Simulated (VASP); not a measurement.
# TiO (P6_3/mmc) in VASP: further runs, part 2 of 2

VASP 6.6.1. The steps go on from the part before.

## (3) Single point, PBEsol+D3(BJ)

This run uses another cell than the first one, of 9.80 Å³/atom, 1.044 times its volume.

Contents of INCAR:

```
ALGO = Normal
EDIFF = 1E-6
ENCUT = 520
GGA = PS
ISIF = 2
ISMEAR = 0
IVDW = 12
LASPH = True
LCHARG = True
LELF = True
LREAL = False
LVHAR = True
LWAVE = False
NBANDS = 26
NELM = 100
PREC = Accurate
SIGMA = 0.1
```

Contents of KPOINTS:

```
k-points
0
Gamma
  18 18 8
```

Contents of POSCAR:

```
TiO
1.0
    2.8516080131      0.0000000000      0.0000000000
   -1.4258040066      2.4695649810      0.0000000000
    0.0000000000      0.0000000000      5.5675030000
Ti O
2 2
Direct
    0.3333333333      0.6666666667      0.2500000000
    0.6666666667      0.3333333333      0.7500000000
    0.0000000000      0.0000000000      0.0000000000
    0.0000000000      0.0000000000      0.5000000000
```

Potentials or basis: VASP PAW PBE potentials, release 64 (Ti_sv, O).

Run with:

```sh
cat potpaw_PBE.64/Ti_sv/POTCAR potpaw_PBE.64/O/POTCAR > POTCAR
mpirun -np 1 vasp_std > vasp.out
```

It took 1.8 min on 1 thread of AMD EPYC 9R45 (Zen 5), shared host; peak memory 0.26 GiB.

It converged, with:

```yaml
Free_energy: -38.8648 eV
Pressure: -15.6 GPa
Band_gap_on_the_k_mesh: zero (band 18 reaches 11.19 eV, above the bottom of band 19 at 10.99 eV)
Dispersion_energy_per_atom: -0.377 eV
```

Stress tensor (GPa, compression positive):
```
-14.68   0.00   0.00
  0.00 -14.68   0.00
  0.00   0.00 -17.46
```

Levels at points of the mesh, in eV from the Fermi level:
```csv
k point,band 16,band 17,band 18,band 19,band 20,band 21
"(0.00, 0.00, 0.00)",-5.31,-2.07,-0.22,-0.22,0.04,0.78
"(0.50, 0.00, 0.00)",-5.53,-2.78,-0.03,0.66,1.41,2.00
"(0.00, 0.00, 0.50)",-5.64,-0.61,-0.61,0.62,0.62,0.62
"(0.50, 0.00, 0.50)",-6.17,-1.37,-1.37,1.80,1.80,2.13
```

Caveat: three body term missing; the PAW data sets were made with another functional, which shifts forces and pressure a little; semilocal functionals often make such compounds metallic where correlation or magnetic order opens a gap, which also shifts bond lengths; pairwise dispersion overbinds metals, which lowers pressure and volume.

## (4) Single point, r2SCAN+rVV10

This run uses another cell than the first one, of 9.51 Å³/atom, 1.014 times its volume.

Contents of POSCAR:

```
TiO
1.0
    2.8196028529      0.0000000000      0.0000000000
   -1.4098014265      2.4418476991      0.0000000000
    0.0000000000      0.0000000000      5.5276343085
Ti O
2 2
Direct
    0.3333333333      0.6666666667      0.2500000000
    0.6666666667      0.3333333333      0.7500000000
    0.0000000000      0.0000000000      0.0000000000
    0.0000000000      0.0000000000      0.5000000000
```

Contents of INCAR.step1:

```
SYSTEM = TiO
PREC = Accurate
ENCUT = 520
ISMEAR = 0
SIGMA = 0.1
LREAL = .False.
LASPH = .True.
NELM = 80
NBANDS = 26
GGA = PE
ALGO = Normal
EDIFF = 1E-4
LWAVE = .True.
LCHARG = .False.
```

Contents of INCAR.step2:

```
SYSTEM = TiO
PREC = Accurate
ENCUT = 520
EDIFF = 1E-7
ISMEAR = 0
SIGMA = 0.1
LREAL = .False.
LASPH = .True.
NELM = 80
ALGO = Normal
ISIF = 2
LWAVE = .False.
LCHARG = .False.
METAGGA = R2SCAN
LMIXTAU = .True.
LUSE_VDW = .True.
IVDW_NL = 2
BPARAM = 11.95
CPARAM = 0.0093
NBANDS = 26
ISTART = 1
```

Contents of KPOINTS:

```
Automatic mesh
0
Gamma
  18 18 8
  0 0 0
```

Run with:

```sh
cat potpaw_PBE.64/Ti_sv/POTCAR potpaw_PBE.64/O/POTCAR > POTCAR
cp INCAR.step1 INCAR
mpirun -np 1 vasp_std > vasp.out
cp INCAR.step2 INCAR
mpirun -np 1 vasp_std > vasp.out
```

It took 10 min on 1 thread of AMD EPYC 9R45 (Zen 5), shared host; peak memory 0.36 GiB.

It converged, with:

```
Free energy            : -47.8739 eV
Pressure               : 1.9 GPa
Band gap on the k mesh : zero (band 18 reaches 11.69 eV, above the bottom of band 19 at 11.64 eV)
```

Stress tensor (GPa, compression positive):
```
1.80 0.00 0.00
0.00 1.80 0.00
0.00 0.00 2.24
```

Levels at points of the mesh, in eV from the Fermi level:
```csv
k point,band 16,band 17,band 18,band 19,band 20,band 21
"(0.00, 0.00, 0.00)",-5.72,-2.17,-0.09,-0.09,-0.01,1.22
"(0.50, 0.00, 0.00)",-5.91,-2.90,-0.09,1.09,1.83,2.20
"(0.00, 0.00, 0.50)",-6.03,-0.67,-0.67,0.81,0.81,0.81
"(0.50, 0.00, 0.50)",-6.57,-1.45,-1.45,2.27,2.27,2.49
```

Caveat: the PAW data sets were made with another functional, which shifts forces and pressure a little; semilocal functionals often make such compounds metallic where correlation or magnetic order opens a gap, which also shifts bond lengths.

## (5) Single point, PBEsol

This run uses another cell than the first one, of 9.80 Å³/atom, 1.044 times its volume.

Contents of INCAR:

```
PREC = Accurate
ENCUT = 520
EDIFF = 1E-6
ISMEAR = 0
SIGMA = 0.1
LREAL = False
LASPH = True
NELM = 80
ALGO = Normal
ISIF = 2
LWAVE = False
LCHARG = False
GGA = PS
NBANDS = 26
```

Contents of KPOINTS:

```
Automatic mesh
0
Gamma
  24 24 10
```

Contents of POSCAR:

```
TiO
1.0
    2.8516080131      0.0000000000      0.0000000000
   -1.4258040066      2.4695649810      0.0000000000
    0.0000000000      0.0000000000      5.5675030000
Ti O
2 2
Direct
    0.3333333333      0.6666666667      0.2500000000
    0.6666666667      0.3333333333      0.7500000000
    0.0000000000      0.0000000000      0.0000000000
    0.0000000000      0.0000000000      0.5000000000
```

Run with:

```sh
cat potpaw_PBE.64/Ti_sv/POTCAR potpaw_PBE.64/O/POTCAR > POTCAR
mpirun -np 1 vasp_std > vasp.out
```

Run time: 7.7 min. Hardware: 1 thread of Intel Xeon 8259CL, shared host; peak memory 0.41 GiB.

Results (log left out):

```yaml
Free_energy: -37.3564 eV
Pressure: -9.3 GPa
Band_gap_on_the_k_mesh: zero (band 18 reaches 11.20 eV, above the bottom of band 19 at 10.99 eV)
```

Stress tensor (GPa, compression positive):
```
 -8.46   0.00   0.00
  0.00  -8.46   0.00
  0.00   0.00 -11.11
```

Levels at points of the mesh, in eV from the Fermi level:
| k point | band 15 | band 16 | band 17 | band 18 | band 19 | band 20 | band 21 | band 22 |
| --- | --- | --- | --- | --- | --- | --- | --- | --- |
| (0.00, 0.00, 0.00) | -5.37 | -5.31 | -2.07 | -0.22 | -0.22 | 0.04 | 0.78 | 0.78 |
| (0.50, 0.00, 0.00) | -5.85 | -5.53 | -2.78 | -0.03 | 0.66 | 1.41 | 2.00 | 2.32 |
| (0.00, 0.00, 0.50) | -5.64 | -5.64 | -0.61 | -0.61 | 0.62 | 0.62 | 0.62 | 0.62 |
| (0.50, 0.00, 0.50) | -6.17 | -6.17 | -1.37 | -1.37 | 1.80 | 1.80 | 2.13 | 2.13 |

Caveat: the PAW data sets were made with another functional, which shifts forces and pressure a little; semilocal functionals often make such compounds metallic where correlation or magnetic order opens a gap, which also shifts bond lengths.

## (6) Single point, PBEsol

This run uses another cell than the first one, of 9.80 Å³/atom, 1.044 times its volume.

Contents of INCAR:

```
SYSTEM = TiO
  PREC = Accurate
  ENCUT = 520
  EDIFF = 1E-6
  ISMEAR = 0
  SIGMA = 0.1
  LREAL = .False.
  LASPH = .True.
  NELM = 60
  ALGO = Normal
  ISIF = 2
  LWAVE = .False.
  LCHARG = .False.
  GGA = PS
  NBANDS = 26
```

Contents of KPOINTS:

```
Automatic mesh
0
Gamma
  24 24 12
  0 0 0
```

POSCAR is that of step 5.

Potentials or basis: VASP PAW PBE potentials, release 64 (Ti_sv, O).

Run with:

```sh
cat potpaw_PBE.64/Ti_sv/POTCAR potpaw_PBE.64/O/POTCAR > POTCAR
mpirun -np 1 vasp_std > vasp.out
```

Run time: 8.3 min. Hardware: 1 thread of Intel Xeon 8259CL, shared host; peak memory 0.45 GiB.

Results (log left out):

| Quantity | Value |
| --- | --- |
| Free energy | -37.3564 eV |
| Pressure | -9.3 GPa |
| Band gap on the k mesh | zero (band 18 reaches 11.20 eV, above the bottom of band 19 at 10.99 eV) |

Stress tensor (GPa, compression positive):
```
 -8.46   0.00   0.00
  0.00  -8.46   0.00
  0.00   0.00 -11.11
```

Levels at points of the mesh, in eV from the Fermi level:
```
           k point  band 16  band 17  band 18  band 19  band 20  band 21
(0.00, 0.00, 0.00)    -5.31    -2.07    -0.22    -0.22     0.04     0.78
(0.50, 0.00, 0.00)    -5.53    -2.78    -0.03     0.66     1.41     2.00
(0.00, 0.00, 0.50)    -5.65    -0.61    -0.61     0.62     0.62     0.62
(0.50, 0.00, 0.50)    -6.18    -1.37    -1.37     1.80     1.80     2.13
```

Caveat: the PAW data sets were made with another functional, which shifts forces and pressure a little; semilocal functionals often make such compounds metallic where correlation or magnetic order opens a gap, which also shifts bond lengths.

## (7) Single point, PBEsol

This run uses another cell than the first one, of 9.80 Å³/atom, 1.044 times its volume.

Contents of INCAR:

```
SYSTEM = TiO
ALGO     = Normal         ! electronic algorithm
EDIFF    = 1E-6           ! SCF threshold, eV
ENCUT    = 520            ! plane-wave cutoff, eV
GGA      = PS             ! functional
ISIF     = 2              ! what is computed and relaxed
ISMEAR   = 0              ! smearing method
LASPH    = .True.         ! aspherical terms in the spheres
LCHARG   = .False.        ! write CHGCAR
LREAL    = .False.        ! projectors in reciprocal space
LWAVE    = .False.        ! write WAVECAR
NBANDS   = 26             ! bands
NELM     = 100            ! most SCF steps
PREC     = Accurate       ! precision mode
SIGMA    = 0.1            ! smearing width, eV
```

Contents of KPOINTS:

```
k-points
0
Gamma
  30 30 12
  0 0 0
```

POSCAR is that of step 6.

Run with:

```sh
cat potpaw_PBE.64/Ti_sv/POTCAR potpaw_PBE.64/O/POTCAR > POTCAR
mpirun -np 1 vasp_std > vasp.out
```

Wall time 12 min (1 thread of Intel Xeon 8259CL, shared host); peak memory 0.6 GiB.

It converged, with:

```
Free energy            : -37.3564 eV
Pressure               : -9.3 GPa
Band gap on the k mesh : zero (band 18 reaches 11.20 eV, above the bottom of band 19 at 10.99 eV)
```

Stress tensor (GPa, compression positive):
```
 -8.46   0.00   0.00
  0.00  -8.46   0.00
  0.00   0.00 -11.11
```

Levels at points of the mesh, in eV from the Fermi level:
| k point | band 15 | band 16 | band 17 | band 18 | band 19 | band 20 | band 21 | band 22 |
| --- | --- | --- | --- | --- | --- | --- | --- | --- |
| (0.00, 0.00, 0.00) | -5.37 | -5.31 | -2.07 | -0.22 | -0.22 | 0.04 | 0.78 | 0.78 |
| (0.50, 0.00, 0.00) | -5.85 | -5.53 | -2.78 | -0.03 | 0.65 | 1.41 | 2.00 | 2.32 |
| (0.00, 0.00, 0.50) | -5.65 | -5.65 | -0.61 | -0.61 | 0.62 | 0.62 | 0.62 | 0.62 |
| (0.50, 0.00, 0.50) | -6.18 | -6.18 | -1.37 | -1.37 | 1.80 | 1.80 | 2.13 | 2.13 |

Caveat: the PAW data sets were made with another functional, which shifts forces and pressure a little; semilocal functionals often make such compounds metallic where correlation or magnetic order opens a gap, which also shifts bond lengths.

## (8) Summary

| level | cell | k mesh | gap on the mesh (eV) | pressure (GPa) |
| --- | --- | --- | --- | --- |
| PBEsol | a = 2.819, b = 2.819, c = 5.456 Å, angles 90.0, 90.0, 120.0°, 4 atoms | 18 × 18 × 8 | none | 0.8 |
| PBEsol+D3(BJ) | a = 2.852, b = 2.852, c = 5.568 Å, angles 90.0, 90.0, 120.0°, 4 atoms | 18 × 18 × 8 | none | -15.6 |
| r2SCAN+rVV10 | a = 2.820, b = 2.820, c = 5.528 Å, angles 90.0, 90.0, 120.0°, 4 atoms | 18 × 18 × 8 | none | 1.9 |
| PBEsol | a = 2.852, b = 2.852, c = 5.568 Å, angles 90.0, 90.0, 120.0°, 4 atoms | 24 × 24 × 10 | none | -9.3 |
| PBEsol | a = 2.852, b = 2.852, c = 5.568 Å, angles 90.0, 90.0, 120.0°, 4 atoms | 24 × 24 × 12 | none | -9.3 |
| PBEsol | a = 2.852, b = 2.852, c = 5.568 Å, angles 90.0, 90.0, 120.0°, 4 atoms | 30 × 30 × 12 | none | -9.3 |

Alike in all rows: task single point; potentials or basis VASP PAW PBE potentials, release 64 (Ti_sv, O); no spin polarisation; cutoff (eV) 520; smearing gaussian 0.1 eV.

Caveats: the PAW data sets were made with another functional, which shifts forces and pressure a little; semilocal functionals often make such compounds metallic where correlation or magnetic order opens a gap, which also shifts bond lengths; three body term missing (some runs); pairwise dispersion overbinds metals, which lowers pressure and volume (some runs).

Absolute energies hang on the potentials; compare differences alone.
